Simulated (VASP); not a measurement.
# Pt (I4/mmm) in VASP: notebook, part 3 of 3

VASP 6.6.1. The steps go on from the part before.

## 4. Single point, PBEsol (strain +0.025 along x and y, +0.000 along z)

File INCAR:

```
SYSTEM = Pt
PREC = Accurate ; ENCUT = 520
EDIFF = 1E-6 ; ISMEAR = 0
SIGMA = 0.15 ; LREAL = .False.
LASPH = .True. ; NELM = 100
ALGO = Normal ; ISIF = 2
LWAVE = .False. ; LCHARG = .False.
GGA = PS ; NBANDS = 11
```

File KPOINTS:

```
Automatic mesh
0
Gamma
  20 20 20
  0 0 0
```

File POSCAR:

```
Pt
1.0
    0.0000000000      2.0068475000      1.9579000000
    2.0068475000      0.0000000000      1.9579000000
    2.0068475000      2.0068475000      0.0000000000
Pt
1
Direct
    0.0000000000      0.0000000000      0.0000000000
```

Potentials or basis: VASP PAW PBE potentials, release 64 (Pt).

Started as:

```console
cat potpaw_PBE.64/Pt/POTCAR > POTCAR
mpirun -np 1 vasp_std > vasp.out
```

OUTCAR:

```text
SYSTEM = Pt
   PREC = Accurate
   ENCUT = 520
   EDIFF = 1E-6
   ISMEAR = 0
   LREAL = .False.
   LASPH = .True.
   NELM = 100
   ISIF = 2
   GGA = PS

 ion  position               nearest neighbor table
   1  0.000  0.000  0.000-

  LATTYP: Found a body centered tetragonal cell.
 ALAT       =     2.8381109521
 C/A-ratio  =     1.3797205487

  Lattice vectors:

 A1 = (   0.0000000000,  -2.0068475000,  -1.9579000000)
 A2 = (   0.0000000000,   2.0068475000,  -1.9579000000)
 A3 = (   2.0068475000,   0.0000000000,   1.9579000000)

Analysis of symmetry for initial positions (statically):
=====================================================================
 Subroutine PRICEL returns:
 Original cell was already a primitive cell.

 Routine SETGRP: Setting up the symmetry group for a
 body centered tetragonal supercell.

 Subroutine GETGRP returns: Found 16 space group operations
 (whereof 16 operations were pure point group operations)
 out of a pool of 16 trial point group operations.

The static configuration has the point symmetry D_4h.

Analysis of symmetry for dynamics (positions and initial velocities):
=====================================================================
 Subroutine PRICEL returns:
 Original cell was already a primitive cell.

 Routine SETGRP: Setting up the symmetry group for a
 body centered tetragonal supercell.

 Subroutine GETGRP returns: Found 16 space group operations
 (whereof 16 operations were pure point group operations)
 out of a pool of 16 trial point group operations.

The dynamic configuration has the point symmetry D_4h.

 Subroutine INISYM returns: Found 16 space group operations
 (whereof 16 operations are pure point group operations),
 and found     1 'primitive' translations

----------------------------------------------------------------------------------------

                                     Primitive cell

  volume of cell :      15.7706

  direct lattice vectors                    reciprocal lattice vectors
     0.000000000  2.006847500  1.957900000    -0.249146983  0.249146983  0.255375658
     2.006847500  0.000000000  1.957900000     0.249146983 -0.249146983  0.255375658
     2.006847500  2.006847500  0.000000000     0.249146983  0.249146983 -0.255375658

  length of vectors
     2.803713484  2.803713484  2.838110952     0.435161079  0.435161079  0.435161079

  position of ions in fractional coordinates (direct lattice)
     0.000000000  0.000000000  0.000000000

  ion indices of the primitive-cell ions
   primitive index   ion index
                 1           1

----------------------------------------------------------------------------------------

 KPOINTS: Automatic mesh

Automatic generation of k-mesh.
 Grid dimensions read from file:
 generate k-points for:   20   20   20

 Generating k-lattice:

  Cartesian coordinates                     Fractional coordinates (reciprocal lattice)
    -0.012457349  0.012457349  0.012768783     0.050000000 -0.000000000  0.000000000
     0.012457349 -0.012457349  0.012768783    -0.000000000  0.050000000  0.000000000
     0.012457349  0.012457349 -0.012768783     0.000000000  0.000000000  0.050000000

  Length of vectors
     0.021758054  0.021758054  0.021758054

  Shift w.r.t. Gamma in fractional coordinates (k-lattice)
     0.000000000  0.000000000  0.000000000

 Subroutine IBZKPT returns following result:
 ===========================================

 Found    641 irreducible k-points:

 Following reciprocal coordinates:
            Coordinates               Weight
  0.000000  0.000000  0.000000      1.000000
  0.050000  0.000000  0.000000      8.000000
  0.100000  0.000000  0.000000      8.000000
  0.150000  0.000000  0.000000      8.000000
  0.200000  0.000000  0.000000      8.000000
  0.250000  0.000000  0.000000      8.000000
[... 16 lines left out ...]
 -0.400000  0.050000  0.000000      8.000000
 -0.350000  0.050000  0.000000      8.000000
 [... further k-points ...]
   k-points           NKPTS =    641   k-points in BZ     NKDIM =    641   number of bands    NBANDS=     11
   number of dos      NEDOS =    301   number of ions     NIONS =      1
   total plane-waves  NPLWV =  13824
   dimension x,y,z NGX =    24 NGY =   24 NGZ =   24
   dimension x,y,z NGXF=    48 NGYF=   48 NGZF=   48
   ions per type =               1
   NGX,Y,Z   is equivalent  to a cutoff of  14.23, 14.23, 14.06 a.u.
   NGXF,Y,Z  is equivalent  to a cutoff of  28.46, 28.46, 28.12 a.u.
 SYSTEM =  Pt
   PREC   = accura    normal or accurate (medium, high low for compatibility)
   ISTART =      0    job   : 0-new  1-cont  2-samecut
   ICHARG =      2    charge: 1-file 2-atom 10-const
   ISPIN  =      1    spin polarized calculation?
   LNONCOLLINEAR =      F non collinear calculations
   LSORBIT =      F    spin-orbit coupling
   LASPH  =      T    aspherical Exc in radial PAW
   ENCUT  =  520.0 eV  38.22 Ry    6.18 a.u.   5.21  5.21  5.28*2*pi/ulx,y,z
   NELM   =    100;   NELMIN=  2; NELMDL= -5     # of ELM steps
   EDIFF  = 0.1E-05   stopping-criterion for ELM
   LREAL  =      F    real-space projection
   EDIFFG = 0.1E-04   stopping-criterion for IOM
   NSW    =      0    number of steps for IOM
   IBRION =     -1    ionic relax: 0-MD 1-quasi-New 2-CG
   NFREE  =      0    steps in history (QN), initial steepest desc. (CG)
   ISIF   =      2    stress and relaxation
   ISYM   =      2    0-nonsym 1-usesym 2-fastsym
   POTIM  = 0.5000    time-step for ionic-motion
   TEBEG  =    0.0;   TEEND  =   0.0 temperature during run
   PSTRESS=    0.0 pullay stress
   NELECT =      10.0000    total number of electrons
   NUPDOWN=      -1.0000    fix difference up-down
   EMIN   =  10.00;   EMAX   =-10.00  energy-range for DOS
   EFERMI =   0.00;   METHOD = LEGACY
   ISMEAR =     0;   SIGMA  =   0.15  broadening in eV -4-tet -1-fermi 0-gaus
   EFERMI_NEDOS =   21; number of points for ismear=-14 and -15
   IALGO  =     38    algorithm
   IMIX   =      4    mixing-type and parameters
     AMIX     =   0.40;   BMIX     =  1.00
     AMIX_MAG =   1.60;   BMIX_MAG =  1.00
  volume/ion in A,a.u.               =      15.77       106.43
  Fermi-wavevector in a.u.,A,eV,Ry     =   1.406453  2.657810 26.913804  1.978109
  Thomas-Fermi vector in A             =   2.528811
   LORBIT       =      0    0 simple, 1 ext, 2 COOP (PROOUT), +10 PAW based schemes
   GGA     = PS    functional components
   LHFCALC =     F    Hartree Fock is set to
   AEXX    =    0.0000 exact exchange contribution
   IVDW    =     0    specifies the selected vdW correction
   LEPSILON=     F    determine dielectric tensor
   LRPA    =     F    only Hartree local field effects (RPA)
 non-spin polarized calculation
 Gauss-broadening in eV      SIGMA  =   0.15
  energy-cutoff  :      520.00
  volume of cell :       15.77
 maximum number of plane-waves:       443
 NGX is ok and might be reduce to    24
   NGX = 11   NGY = 11   NGZ = 11

 number of electron      10.0000001 magnetization

 Free energy of the ion-electron system (eV)
  ---------------------------------------------------
  ext. energy  EPLUGINS =         0.00000000
  ---------------------------------------------------
  free energy    TOTEN  =        -6.94303827 eV

  energy without entropy =       -6.92182010  energy(sigma->0) =       -6.93242918

 E-fermi :  10.2574     XC(G=0): -13.3642

 val. band max:       10.2548115451   @ k =   0.5000   0.5000   0.0000
 cond. band min:      10.2576197339   @ k =  -0.4000   0.1500   0.4000
 fundamental gap:      0.0028081888
 Fermi energy:        10.2574093319

 k-point     1 :       0.0000    0.0000    0.0000
  band No.  band energies     occupation
      1       0.4559      2.00000
      2       6.6315      2.00000
      3       6.6315      2.00000
      4       6.9022      2.00000
      5       8.5830      2.00000
      6       8.8950      2.00000
      7      25.0018      0.00000
      8      29.4998      0.00000
      9      29.4998      0.00000
     10      30.0987      0.00000
     11      34.8490      0.00000
[... 309 lines left out ...]
 k-point    24 :      -0.3500    0.0500    0.0000
  band No.  band energies     occupation
      1       3.3361      2.00000
      2       6.7512      2.00000
      3       6.9230      2.00000
      4       7.5718      2.00000
      5       9.5510      2.00000
      6      10.0942      1.87619
      7      19.0379      0.00000
      8      25.3808      0.00000
      9      29.5293      0.00000
     10      30.7107      0.00000
     11      35.2710      0.00000

 [... further k-points ...]

------------------------ aborting loop because EDIFF is reached ----------------------------------------

  FORCE on cell =-STRESS in cart. coord.  units (eV):
  Direction    XX          YY          ZZ          XY          YZ          ZX
  --------------------------------------------------------------------------------------
  -------------------------------------------------------------------------------------
  Total       -1.2699221     -1.2699221     -1.0896183      0.0000000     -0.0000000      0.0000000
  in kB     -129.0144700   -129.0144700   -110.6969663      0.0000000     -0.0000000      0.0000000
  external PRESSURE =    -122.9086354 kB  Pullay stress =       0.0000000 kB

 VOLUME and BASIS-vectors are now :
 -----------------------------------------------------------------------------
  energy-cutoff  :      520.00
  volume of cell :       15.77
      direct lattice vectors                 reciprocal lattice vectors
     0.000000000  2.006847500  1.957900000    -0.249146983  0.249146983  0.255375658
     2.006847500  0.000000000  1.957900000     0.249146983 -0.249146983  0.255375658
     2.006847500  2.006847500  0.000000000     0.249146983  0.249146983 -0.255375658

 POSITION                                       TOTAL-FORCE (eV/Angst)
 -----------------------------------------------------------------------------------
      0.00000      0.00000      0.00000        -0.000000      0.000000      0.000000
 -----------------------------------------------------------------------------------
    total drift:                               -0.000000      0.000000      0.000000

  FREE ENERGIE OF THE ION-ELECTRON SYSTEM (eV)
  ---------------------------------------------------
  free  energy   TOTEN  =        -6.9430382665 eV

  energy  without entropy=       -6.9218201003  energy(sigma->0) =       -6.93242918
```

OSZICAR:

```text
N       E                     dE             d eps       ncg     rms          rms(c)
DAV:   1     0.383954471216E+02    0.38395E+02   -0.53694E+03 14417   0.844E+02
DAV:   2    -0.679451075755E+01   -0.45190E+02   -0.43273E+02 16066   0.174E+02
DAV:   3    -0.740183569357E+01   -0.60732E+00   -0.60218E+00 16461   0.193E+01
DAV:   4    -0.740421750522E+01   -0.23818E-02   -0.23816E-02 16133   0.142E+00
DAV:   5    -0.740423694362E+01   -0.19438E-04   -0.19438E-04 16496   0.120E-01    0.117E+01
DAV:   6    -0.698490856941E+01    0.41933E+00   -0.10550E+00 14993   0.794E+00    0.592E+00
DAV:   7    -0.694691752076E+01    0.37991E-01   -0.13809E-01 16373   0.277E+00    0.250E+00
DAV:   8    -0.694327813755E+01    0.36394E-02   -0.47827E-03 15299   0.626E-01    0.610E-01
DAV:   9    -0.694303470496E+01    0.24343E-03   -0.16568E-04 15593   0.117E-01    0.322E-02
DAV:  10    -0.694303814619E+01   -0.34412E-05   -0.33072E-06 17165   0.127E-02    0.584E-03
DAV:  11    -0.694303826645E+01   -0.12026E-06   -0.52120E-08  8443   0.215E-03
   1 F= -.69430383E+01 E0= -.69324292E+01  d E =-.212182E-01
```

stdout:

```text
POSCAR found type information on POSCAR Pt
 POSCAR found :  1 types and       1 ions
 scaLAPACK will be used
 -----------------------------------------------------------------------------
|                                                                             |
|                                                                             |
|     You enforced a specific xc type in the INCAR file but a different       |
|     I HOPE YOU KNOW WHAT YOU ARE DOING!                                     |
|                                                                             |
 -----------------------------------------------------------------------------

 LDA part: xc-table for (Slater+PW92), standard interpolation
 POSCAR, INCAR and KPOINTS ok, starting setup
 FFT: planning ... GRIDC
 FFT: planning ... GRID_SOFT
 FFT: planning ... GRID
 WAVECAR not read
 entering main loop
```

Wall time 67 s (1 thread of Intel Xeon 8259CL, shared host); peak memory 0.24 GiB.

Results:

```
Free energy            : -6.9430 eV
Pressure               : -12.3 GPa
Band gap on the k mesh : zero (bands 5 and 6 overlap by 2.13 eV)
```

Levels at points of the mesh, in eV from the Fermi level:
```
           k point  band 1  band 2  band 3  band 4  band 5  band 6  band 7  band 8  band 9  band 10
(0.00, 0.00, 0.00)   -9.80   -3.63   -3.63   -3.36   -1.67   -1.36   14.74   19.24   19.24    19.84
(0.50, 0.00, 0.00)   -6.91   -3.72   -3.45   -0.37   -0.03    0.10    5.47   14.26   18.38    18.89
(0.50, 0.50, 0.00)   -6.60   -6.19    0.00    0.46    0.46    2.11    8.76   10.90   10.90    19.32
(0.50, 0.00, 0.50)   -6.64   -6.19    0.01    0.33    0.55    1.64    8.15   11.27   11.41    19.68
```

Caveat: the cell differs from its parent crystal (strain +0.025 along x and y, +0.000 along z); the cell stands under tension; the PAW data sets were made with another functional, which shifts forces and pressure a little; spin-orbit coupling is left out, which moves the levels of the heavy elements.

## 5. Summary

| cell | gap on the mesh (eV) | pressure (GPa) |
| --- | --- | --- |
| a = 2.805, b = 2.805, c = 2.700 Å, angles 61.2, 61.2, 57.5°, 1 atom | none | 1.5 |
| a = 2.804, b = 2.804, c = 2.769 Å, angles 60.4, 60.4, 59.2°, 1 atom | none | -6.5 |
| a = 2.804, b = 2.804, c = 2.838 Å, angles 59.6, 59.6, 60.8°, 1 atom | none | -12.3 |

Alike in all rows: task single point; level PBEsol; potentials or basis VASP PAW PBE potentials, release 64 (Pt); no spin polarisation; k mesh 20 × 20 × 20; cutoff (eV) 520; smearing gaussian 0.15 eV.

Caveats: the PAW data sets were made with another functional, which shifts forces and pressure a little; spin-orbit coupling is left out, which moves the levels of the heavy elements; the cell stands under tension (at least some runs).

Absolute energies hang on the potentials; compare differences alone.
